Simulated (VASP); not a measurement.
Al: elastic constants with LDA

The system is Al.

```
Al
1.0
     0.00000    1.99312    1.99312
     1.99312    0.00000    1.99312
     1.99312    1.99312    0.00000
Al
1
Cartesian
  0.0000 0.0000 0.0000
```

```
Program                   : VASP 6.6.1
Task                      : elastic constants
Functional                : LDA
Potentials or basis       : VASP PAW LDA potentials, release 64 (Al)
Cutoff                    : 600 eV
k mesh                    : 36 × 36 × 36
Occupations               : gaussian, width 0.5 eV
Spin                      : no spin polarisation
Dipole correction         : no
Ions in elastic constants : relaxed
Further INCAR settings    : ALGO = Fast; EDIFF = 1e-08; IBRION = 6; POTIM = 0.015; NSW = 1; ISIF = 3
```

```
Elastic constants C11, C12, C44 : 123, 65, 37 GPa
Voigt bulk modulus              : 84 GPa
```

Elastic tensor in Voigt notation (GPa, in the Cartesian axes of the cell as first typed):
```
123  65  65   0   0   0
 65 123  65   0   0   0
 65  65 123   0   0   0
  0   0   0  37   0   0
  0   0   0   0  37   0
  0   0   0   0   0  37
```

Clamped-ion elastic tensor (GPa):
```
123  65  65   0   0   0
 65 123  65   0   0   0
 65  65 123   0   0   0
  0   0   0  37   0   0
  0   0   0   0  37   0
  0   0   0   0   0  37
```

Wall time 2.4 h on 1 thread of Oxide Virtual Turin-like Processor, with other jobs on the host, peak memory 2.1 GiB.

Caveat: so wide a smearing shifts energies and pressures.
